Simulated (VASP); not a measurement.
Set up this calculation in VASP 6.6.1, as the native input.

* Task: single point
* Functional: r2SCAN
* Potentials or basis: VASP PAW PBE potentials, release 64 (K_sv, I)
* Cutoff: 550 eV
* k mesh: 6 × 6 × 6
* Occupations: gaussian, width 0.01 eV
* Spin: no spin polarisation
* Dipole correction: no
* Further INCAR settings: ALGO = Normal; EDIFF = 1e-06; NBANDS = 15

Crystal: KI.

```
K I
1.0
     0.00000    3.38540    3.38540
     3.38540    0.00000    3.38540
     3.38540    3.38540    0.00000
K I
1 1
Direct
  0.00000 0.00000 0.00000
  0.50000 0.50000 0.50000
```

These files were run (other wordings do the same):

POSCAR

```
KI
1.0
    0.0000000000      3.3854016571      3.3854016571
    3.3854016571      0.0000000000      3.3854016571
    3.3854016571      3.3854016571      0.0000000000
K I
1 1
Direct
    0.0000000000      0.0000000000      0.0000000000
    0.5000000000      0.5000000000      0.5000000000
```

INCAR.step1

```
PREC = Accurate
ENCUT = 550
ISMEAR = 0
SIGMA = 0.01
LREAL = F
LASPH = T
NELM = 120
NBANDS = 15
GGA = PE
ALGO = Normal
EDIFF = 1E-5
LWAVE = T
LCHARG = F
GGA_COMPAT = F
```

INCAR.step2

```
PREC = Accurate
ENCUT = 550
EDIFF = 1E-6
ISMEAR = 0
SIGMA = 0.01
LREAL = F
LASPH = T
NELM = 120
ALGO = Normal
ISIF = 2
LWAVE = F
LCHARG = F
METAGGA = R2SCAN
LMIXTAU = T
NBANDS = 15
ISTART = 1
GGA_COMPAT = F
```

KPOINTS

```
regular mesh
0
Gamma
  6 6 6
```

Potentials or basis: VASP PAW PBE potentials, release 64 (K_sv, I).

The run is started by

```sh
$ cat potpaw_PBE.64/K_sv/POTCAR potpaw_PBE.64/I/POTCAR > POTCAR
$ cp INCAR.step1 INCAR
$ mpirun -np 1 vasp_std > vasp.out
$ cp INCAR.step2 INCAR
$ mpirun -np 1 vasp_std > vasp.out
```

Results of the run:

| Quantity | Value |
| --- | --- |
| Pressure | 2.5 GPa |
| Band gap on the k mesh | 4.97 eV |

Caveat: the PAW data sets were made with another functional, which shifts forces and pressure a little; spin-orbit coupling is left out, which moves the levels of the heavy elements.

Run time: 3.7 min on 1 thread of Intel Xeon 8259CL, with other jobs on the host, peak memory 0.26 GiB.
